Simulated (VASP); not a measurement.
A run of VASP 6.6.1 is set up as follows.

Contents of INCAR:

```
SYSTEM = Be
ALGO = Normal ; EDIFF = 1E-6
ENCUT = 520 ; GGA = PS
ISIF = 2 ; ISMEAR = 0
LASPH = .True. ; LCHARG = .False.
LREAL = .False. ; LWAVE = .False.
NBANDS = 7 ; NELM = 100
PREC = Accurate ; SIGMA = 0.1
```

KPOINTS

```
k-points
0
Gamma
  18 18 18
  0 0 0
```

Contents of POSCAR:

```
Be
1.0
   -1.7124623246      1.7124623246      1.7124623246
    1.7124623246     -1.7124623246      1.7124623246
    1.7124623246      1.7124623246     -1.7124623246
Be
1
Direct
    0.0000000000      0.0000000000      0.0000000000
```

Potentials or basis: VASP PAW PBE potentials, release 64 (Be).

Command:

```console
$ cat potpaw_PBE.64/Be/POTCAR > POTCAR
$ mpirun -np 1 vasp_std > vasp.out
```

(1) Predict the band gap on the k mesh.

(2) Estimate the pressure.

Results:

(1) zero (band 1 reaches 3.79 eV, above the bottom of band 2 at 0.55 eV).

(2) -21.4 GPa.

Caveat: the cell differs from its parent crystal (Sr replaced by Be, lengths x 0.695, strained); the PAW data sets were made with another functional, which shifts forces and pressure a little.
